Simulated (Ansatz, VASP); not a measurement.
Two plane-wave programs on BiB

POSCAR

```
BiB
1.0
    0.0000000000      2.7448744664      2.7448744664
    2.6968391632      0.0000000000      2.7448744664
    2.6968391632      2.7448744664      0.0000000000
B Bi
1 1
Direct
    0.0000000000      0.0000000000      0.0000000000
    0.2500000000      0.2500000000      0.2500000000
```

File INCAR.step1:

```
PREC     = Accurate       # precision mode
ENCUT    = 520            # plane-wave cutoff, eV
ISMEAR   = 0              # smearing method
SIGMA    = 0.01           # smearing width, eV
LREAL    = False          # projectors in reciprocal space
LASPH    = True           # aspherical terms in the spheres
NELM     = 100            # most SCF steps
NBANDS   = 16             # bands
GGA      = PE             # functional
ALGO     = Normal         # electronic algorithm
EDIFF    = 1E-4           # SCF threshold, eV
LWAVE    = True           # write WAVECAR
LCHARG   = False          # write CHGCAR
```

File INCAR.step2:

```
PREC     = Accurate       # precision mode
ENCUT    = 520            # plane-wave cutoff, eV
EDIFF    = 1E-6           # SCF threshold, eV
ISMEAR   = 0              # smearing method
SIGMA    = 0.01           # smearing width, eV
LREAL    = False          # projectors in reciprocal space
LASPH    = True           # aspherical terms in the spheres
NELM     = 100            # most SCF steps
ALGO     = Normal         # electronic algorithm
ISIF     = 2              # what is computed and relaxed
LWAVE    = False          # write WAVECAR
LCHARG   = True           # write CHGCAR
METAGGA  = R2SCAN         # meta-GGA
LMIXTAU  = True         
LELF     = True           # ELF
LVHAR    = True         
NBANDS   = 16             # bands
ISTART   = 1
```

The input KPOINTS:

```
regular mesh
0
Gamma
  8 8 8
```

Input for Ansatz:

```yaml
crystal:
  lattice:
    - [0.0, 2.7448744664, 2.7448744664]
    - [2.6968391632, 0.0, 2.7448744664]
    - [2.6968391632, 2.7448744664, 0.0]
  atoms:
    - { symbol: B, position: [0.0, 0.0, 0.0] }
    - { symbol: Bi, position: [0.25, 0.25, 0.25] }
kpoints:
  mp_grid: { grid: [8, 8, 8] }
  band_path:
    path:
      - [0.0, 0.0, 0.0]
      - [-0.5, -0.5, 0.0]
      - [-0.375, -0.375, 0.25]
      - [-0.375, 0.0, 0.375]
      - [0.0, 0.0, 0.5]
      - [-0.5, -0.25, 0.25]
    npoints: 1
hamiltonian:
  xc: r2scan
scf:
  occupations: { method: fixed }
  n_extra_bands: 4
output:
  forces: true
  stress: true
  eigenvalues: true
```

Change from the starting cell: uniaxial_x strain -1.8%.

Alike in both runs: task single point; functional r2SCAN; k mesh 8 × 8 × 8; no spin polarisation.

|  | VASP | Ansatz |
| --- | --- | --- |
| version | VASP 6.6.1 | Ansatz 0.2.0 |
| potentials or method | VASP PAW PBE potentials, release 64 (B, Bi_d) | plane waves, PAW |
| plane-wave cutoff (eV) | 520 | 500 |
| occupations | gaussian, width 0.01 eV | fixed |
| valence electrons in the cell | 18 | 18 |

|  | VASP | Ansatz | Ansatz less VASP |
| --- | --- | --- | --- |
| gap on the k mesh at the Fermi level (eV) | 0.43 | 0.43 | -0.005 |
| pressure (GPa) | 1.4 | 1.4 | +0.04 |
| traceless stress, the component that is largest in VASP (GPa) | 1.16 | 1.16 | -0.004 |

VASP's potentials were made for PBE, not for r2SCAN.

Neither program's run includes spin-orbit coupling.
